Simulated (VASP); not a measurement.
# ZnS (F-43m) in VASP: single point with PBE

Aim: the single point of ZnS with PBE.

Everything below comes from runs of VASP 6.6.1. Logs are shortened: lines on timing, memory, paths and dates and some standing lists are left out, and cuts for length are marked.

**Measured values to compare with.**

From “Electronic, vibrational, and thermodynamic properties of ZnS (zincblende and rocksalt structure)”, 2009, arxiv:0911.5022, for a bulk crystal of ZnS at 19 K: band gap 3.85 eV (direct).

How close the calculation comes is told below.

## Step 1: The cell of the first run

The structure is cubic, space group F-43m (No. 216). The conventional cell has a = 5.404 Å, b = 5.404 Å, c = 5.404 Å, α = 90.00°, β = 90.00°, γ = 90.00°. Within 3.1 Å of Zn (site symmetry -43m) lie 4 S at 2.34 Å. Within 3.1 Å of S (site symmetry -43m) lie 4 Zn at 2.34 Å.

## Step 2: Single point, PBE

INCAR reads:

```
SYSTEM = ZnS
ALGO = Normal ; EDIFF = 1E-6
ENCUT = 520 ; GGA = PE
ISIF = 2 ; ISMEAR = 0
LASPH = .TRUE. ; LCHARG = .FALSE.
LREAL = .FALSE. ; LWAVE = .FALSE.
NBANDS = 16 ; NELM = 60
PREC = Accurate ; SIGMA = 0.05
```

KPOINTS reads:

```
k-points
0
G
  12 12 12
  0 0 0
```

POSCAR reads:

```
ZnS
1.0
    0.0000000000      2.7020000000      2.7020000000
    2.7020000000      0.0000000000      2.7020000000
    2.7020000000      2.7020000000      0.0000000000
Zn S
1 1
Direct
    0.7500000000      0.7500000000      0.7500000000
    0.0000000000      0.0000000000      0.0000000000
```

Potentials or basis: VASP PAW PBE potentials, release 64 (Zn, S).

Started as:

```bash
> cat potpaw_PBE.64/Zn/POTCAR potpaw_PBE.64/S/POTCAR > POTCAR
> mpirun -np 1 vasp_std > vasp.out
```

OUTCAR:

```text
SYSTEM = ZnS
   EDIFF = 1E-6
   ENCUT = 520
   GGA = PE
   ISIF = 2
   ISMEAR = 0
   LASPH = .TRUE.
   LREAL = .FALSE.
   NELM = 60
   PREC = Accurate

 ion  position               nearest neighbor table
   1  0.750  0.750  0.750-   2 2.34   2 2.34   2 2.34   2 2.34
   2  0.000  0.000  0.000-   1 2.34   1 2.34   1 2.34   1 2.34

  LATTYP: Found a face centered cubic cell.
 ALAT       =     5.4040000000

  Lattice vectors:

 A1 = (   0.0000000000,   2.7020000000,   2.7020000000)
 A2 = (   2.7020000000,   0.0000000000,   2.7020000000)
 A3 = (   2.7020000000,   2.7020000000,   0.0000000000)

Analysis of symmetry for initial positions (statically):
=====================================================================
 Subroutine PRICEL returns:
 Original cell was already a primitive cell.

 Routine SETGRP: Setting up the symmetry group for a
 face centered cubic supercell.

 Subroutine GETGRP returns: Found 24 space group operations
 (whereof 24 operations were pure point group operations)
 out of a pool of 48 trial point group operations.

The static configuration has the point symmetry T_d .

Analysis of symmetry for dynamics (positions and initial velocities):
=====================================================================
 Subroutine PRICEL returns:
 Original cell was already a primitive cell.

 Routine SETGRP: Setting up the symmetry group for a
 face centered cubic supercell.

 Subroutine GETGRP returns: Found 24 space group operations
 (whereof 24 operations were pure point group operations)
 out of a pool of 48 trial point group operations.

The dynamic configuration has the point symmetry T_d .

 Subroutine INISYM returns: Found 24 space group operations
 (whereof 24 operations are pure point group operations),
 and found     1 'primitive' translations

----------------------------------------------------------------------------------------

                                     Primitive cell

  volume of cell :      39.4535

  direct lattice vectors                    reciprocal lattice vectors
     0.000000000  2.702000000  2.702000000    -0.185048113  0.185048113  0.185048113
     2.702000000  0.000000000  2.702000000     0.185048113 -0.185048113  0.185048113
     2.702000000  2.702000000  0.000000000     0.185048113  0.185048113 -0.185048113

  length of vectors
     3.821205046  3.821205046  3.821205046     0.320512733  0.320512733  0.320512733

  position of ions in fractional coordinates (direct lattice)
     0.750000000  0.750000000  0.750000000
     0.000000000  0.000000000  0.000000000

  ion indices of the primitive-cell ions
   primitive index   ion index
                 1           1
                 2           2

----------------------------------------------------------------------------------------

 KPOINTS: k-points

Automatic generation of k-mesh.
 Grid dimensions read from file:
 generate k-points for:   12   12   12

 Generating k-lattice:

  Cartesian coordinates                     Fractional coordinates (reciprocal lattice)
    -0.015420676  0.015420676  0.015420676     0.083333333  0.000000000  0.000000000
     0.015420676 -0.015420676  0.015420676     0.000000000  0.083333333  0.000000000
     0.015420676  0.015420676 -0.015420676     0.000000000  0.000000000  0.083333333

  Length of vectors
     0.026709394  0.026709394  0.026709394

  Shift w.r.t. Gamma in fractional coordinates (k-lattice)
     0.000000000  0.000000000  0.000000000

 Subroutine IBZKPT returns following result:
 ===========================================

 Found     72 irreducible k-points:

 Following reciprocal coordinates:
            Coordinates               Weight
  0.000000  0.000000  0.000000      1.000000
  0.083333  0.000000  0.000000      8.000000
  0.166667  0.000000  0.000000      8.000000
  0.250000  0.000000  0.000000      8.000000
  0.333333  0.000000  0.000000      8.000000
  0.416667  0.000000  0.000000      8.000000
[... 16 lines left out ...]
  0.500000  0.166667  0.000000     24.000000
 -0.416667  0.166667  0.000000     24.000000
 [... further k-points ...]
   k-points           NKPTS =     72   k-points in BZ     NKDIM =     72   number of bands    NBANDS=     16
   number of dos      NEDOS =    301   number of ions     NIONS =      2
   total plane-waves  NPLWV =  21952
   dimension x,y,z NGX =    28 NGY =   28 NGZ =   28
   dimension x,y,z NGXF=    56 NGYF=   56 NGZF=   56
   ions per type =               1   1
   NGX,Y,Z   is equivalent  to a cutoff of  12.18, 12.18, 12.18 a.u.
   NGXF,Y,Z  is equivalent  to a cutoff of  24.36, 24.36, 24.36 a.u.
 SYSTEM =  ZnS
   PREC   = accura    normal or accurate (medium, high low for compatibility)
   ISTART =      0    job   : 0-new  1-cont  2-samecut
   ICHARG =      2    charge: 1-file 2-atom 10-const
   ISPIN  =      1    spin polarized calculation?
   LNONCOLLINEAR =      F non collinear calculations
   LSORBIT =      F    spin-orbit coupling
   LASPH  =      T    aspherical Exc in radial PAW
   ENCUT  =  520.0 eV  38.22 Ry    6.18 a.u.   7.10  7.10  7.10*2*pi/ulx,y,z
   NELM   =     60;   NELMIN=  2; NELMDL= -5     # of ELM steps
   EDIFF  = 0.1E-05   stopping-criterion for ELM
   LREAL  =      F    real-space projection
   EDIFFG = 0.1E-04   stopping-criterion for IOM
   NSW    =      0    number of steps for IOM
   IBRION =     -1    ionic relax: 0-MD 1-quasi-New 2-CG
   NFREE  =      0    steps in history (QN), initial steepest desc. (CG)
   ISIF   =      2    stress and relaxation
   ISYM   =      2    0-nonsym 1-usesym 2-fastsym
   POTIM  = 0.5000    time-step for ionic-motion
   TEBEG  =    0.0;   TEEND  =   0.0 temperature during run
   PSTRESS=    0.0 pullay stress
   NELECT =      18.0000    total number of electrons
   NUPDOWN=      -1.0000    fix difference up-down
   EMIN   =  10.00;   EMAX   =-10.00  energy-range for DOS
   EFERMI =   0.00;   METHOD = LEGACY
   ISMEAR =     0;   SIGMA  =   0.05  broadening in eV -4-tet -1-fermi 0-gaus
   EFERMI_NEDOS =   21; number of points for ismear=-14 and -15
   IALGO  =     38    algorithm
   IMIX   =      4    mixing-type and parameters
     AMIX     =   0.40;   BMIX     =  1.00
     AMIX_MAG =   1.60;   BMIX_MAG =  1.00
  volume/ion in A,a.u.               =      19.73       133.12
  Fermi-wavevector in a.u.,A,eV,Ry     =   1.260290  2.381602 21.610537  1.588330
  Thomas-Fermi vector in A             =   2.393807
   LORBIT       =      0    0 simple, 1 ext, 2 COOP (PROOUT), +10 PAW based schemes
   GGA     = PE    functional components
   LHFCALC =     F    Hartree Fock is set to
   AEXX    =    0.0000 exact exchange contribution
   IVDW    =     0    specifies the selected vdW correction
   LEPSILON=     F    determine dielectric tensor
   LRPA    =     F    only Hartree local field effects (RPA)
 non-spin polarized calculation
 Gauss-broadening in eV      SIGMA  =   0.05
  energy-cutoff  :      520.00
  volume of cell :       39.45
 maximum number of plane-waves:      1074
   NGX = 15   NGY = 15   NGZ = 15

 number of electron      18.0000000 magnetization

 Free energy of the ion-electron system (eV)
  ---------------------------------------------------
  ext. energy  EPLUGINS =         0.00000000
  ---------------------------------------------------
  free energy    TOTEN  =        -6.84735943 eV

  energy without entropy =       -6.84735943  energy(sigma->0) =       -6.84735943

 E-fermi :   2.3345     XC(G=0):  -9.6304

 val. band max:        2.1065941006   @ k =   0.0000   0.0000   0.0000
 cond. band min:       4.2208023600   @ k =   0.0000   0.0000   0.0000
 fundamental gap:      2.1142082595
 Fermi energy:         2.3344992681

 k-point     1 :       0.0000    0.0000    0.0000
  band No.  band energies     occupation
      1     -11.0336      2.00000
      2      -4.2323      2.00000
      3      -4.2323      2.00000
      4      -4.2323      2.00000
      5      -3.7341      2.00000
      6      -3.7341      2.00000
[... 8 lines left out ...]
     15      13.8697      0.00000
     16      13.9773      0.00000

 k-point     2 :       0.0833    0.0000    0.0000
  band No.  band energies     occupation
      1     -10.9808      2.00000
      2      -4.2327      2.00000
      3      -4.2226      2.00000
      4      -4.2226      2.00000
      5      -3.7350      2.00000
      6      -3.7350      2.00000
[... 8 lines left out ...]
     15      13.5333      0.00000
     16      14.4118      0.00000

 k-point     3 :       0.1667    0.0000    0.0000
  band No.  band energies     occupation
      1     -10.8312      2.00000
      2      -4.2251      2.00000
      3      -4.1970      2.00000
      4      -4.1970      2.00000
      5      -3.7360      2.00000
      6      -3.7360      2.00000
[... 8 lines left out ...]
     15      13.0839      0.00000
     16      14.8112      0.00000

 k-point     4 :       0.2500    0.0000    0.0000
  band No.  band energies     occupation
      1     -10.6120      2.00000
      2      -4.1837      2.00000
      3      -4.1652      2.00000
      4      -4.1652      2.00000
      5      -3.7325      2.00000
      6      -3.7325      2.00000
[... 8 lines left out ...]
     15      13.0790      0.00000
     16      14.3157      0.00000
[... 324 lines left out ...]
 k-point    22 :       0.4167    0.1667    0.0000
  band No.  band energies     occupation
      1     -10.1771      2.00000
      2      -4.1560      2.00000
      3      -4.0708      2.00000
      4      -3.9843      2.00000
      5      -3.7068      2.00000
      6      -3.6939      2.00000
[... 8 lines left out ...]
     15      15.3892      0.00000
     16      15.8708      0.00000

 k-point    23 :       0.5000    0.1667    0.0000
  band No.  band energies     occupation
      1     -10.0373      2.00000
      2      -4.1242      2.00000
      3      -4.0629      2.00000
      4      -3.8324      2.00000
      5      -3.6983      2.00000
      6      -3.5762      2.00000
[... 8 lines left out ...]
     15      15.5558      0.00000
     16      16.1372      0.00000

 k-point    24 :      -0.4167    0.1667    0.0000
  band No.  band energies     occupation
      1     -10.0179      2.00000
      2      -4.1138      2.00000
      3      -4.0684      2.00000
      4      -3.7741      2.00000
      5      -3.7148      2.00000
      6      -3.5259      2.00000
[... 8 lines left out ...]
     15      14.3926      0.00000
     16      16.0205      0.00000

 [... further k-points ...]
[... 5 lines left out ...]
  --------------------------------------------------------------------------------------
  -------------------------------------------------------------------------------------
  Total        0.4330228      0.4330228      0.4330228     -0.0000000     -0.0000000     -0.0000000
  in kB       17.5847131     17.5847131     17.5847131     -0.0000000     -0.0000000     -0.0000000
  external PRESSURE =      17.5847131 kB  Pullay stress =       0.0000000 kB

 VOLUME and BASIS-vectors are now :
 -----------------------------------------------------------------------------
  energy-cutoff  :      520.00
  volume of cell :       39.45
      direct lattice vectors                 reciprocal lattice vectors
     0.000000000  2.702000000  2.702000000    -0.185048113  0.185048113  0.185048113
     2.702000000  0.000000000  2.702000000     0.185048113 -0.185048113  0.185048113
     2.702000000  2.702000000  0.000000000     0.185048113  0.185048113 -0.185048113

 POSITION                                       TOTAL-FORCE (eV/Angst)
 -----------------------------------------------------------------------------------
      4.05300      4.05300      4.05300         0.000000      0.000000      0.000000
      0.00000      0.00000      0.00000        -0.000000      0.000000      0.000000
 -----------------------------------------------------------------------------------
    total drift:                                0.000001      0.000001      0.000001

  FREE ENERGIE OF THE ION-ELECTRON SYSTEM (eV)
  ---------------------------------------------------
  free  energy   TOTEN  =        -6.8473594341 eV

  energy  without entropy=       -6.8473594341  energy(sigma->0) =       -6.84735943
```

Wall time 42 s (1 thread of Intel Xeon Platinum 8175M at 2.50GHz (Skylake/Cascade Lake), shared host); peak memory 0.18 GiB.

Results:

- Free energy: -6.8474 eV
- Pressure: 1.8 GPa
- Band gap on the k mesh: 2.11 eV, direct

## Step 3: Against experiment

Step 2. Against the measured gap of ZnS, 3.85 eV (direct; 19 K; quoted in “Electronic, vibrational, and thermodynamic properties of ZnS (zincblende and rocksalt structure)”, 2009, arxiv:0911.5022), the calculated 2.11 eV is off by -1.74 eV. The value is that of PBE on a finite k mesh, which can miss the band edges, without temperature or zero-point motion. Semilocal functionals fall short of measured gaps as a rule.
